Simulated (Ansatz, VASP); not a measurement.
## Two plane-wave programs on InAs

```
CELL_PARAMETERS angstrom
0.00000 3.12499 3.12499
3.12499 0.00000 3.12499
3.12499 3.12499 0.00000
ATOMIC_POSITIONS crystal
In 0.00000 0.00000 0.00000
As 0.25000 0.25000 0.25000
```

Alike in both runs: task single point; functional PBE; k mesh 6 × 6 × 6; occupations fermi-dirac, width 0.02 eV; no spin polarisation.

|  | VASP | Ansatz |
| --- | --- | --- |
| version | VASP 6.6.1 | Ansatz 0.2.0 |
| potentials or method | VASP PAW PBE potentials, release 64 (In_d, As) | plane waves, PAW |
| plane-wave cutoff (eV) | 520 | 420 |
| valence electrons in the cell | 18 | 28 |

|  | VASP | Ansatz | Ansatz less VASP |
| --- | --- | --- | --- |
| pressure (GPa) | -1.3 | -1.3 | -0.03 |

VASP's potentials hold 18 valence electrons a cell and Ansatz's 28, so a difference there can come from the potentials and not from the codes.
